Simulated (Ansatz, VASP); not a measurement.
**One calculation of Ru, two programs**

```
CELL_PARAMETERS angstrom
2.70580 0.00000 0.00000
-1.35290 2.34329 0.00000
0.00000 0.00000 4.28190
ATOMIC_POSITIONS crystal
Ru 0.66667 0.33333 0.75000
Ru 0.33333 0.66667 0.25000
```

Alike in both runs: task single point; functional PBE; k mesh 11 × 11 × 6; occupations gaussian, width 0.021 eV; no spin polarisation.

|  | VASP | Ansatz |
| --- | --- | --- |
| version | VASP 6.6.1 | Ansatz 0.2.0 |
| potentials or method | VASP PAW PBE potentials, release 64 (Ru_pv), cutoff 520 eV | all-electron LAPW, scalar-relativistic |

VASP gave:

```
gap on the k mesh at the Fermi level (eV)                     : none
pressure (GPa)                                                : 4.4
traceless stress, the component that is largest in VASP (GPa) : -0.06
```

Task: Which values does Ansatz return?

Result: gap on the k mesh at the Fermi level (eV): none; pressure (GPa): 4.4; traceless stress, the component that is largest in VASP (GPa): -0.13.

A gap of «none» marks a metal or a gap that the smearing closes. Ansatz ran all-electron here, and VASP with PAW potentials.
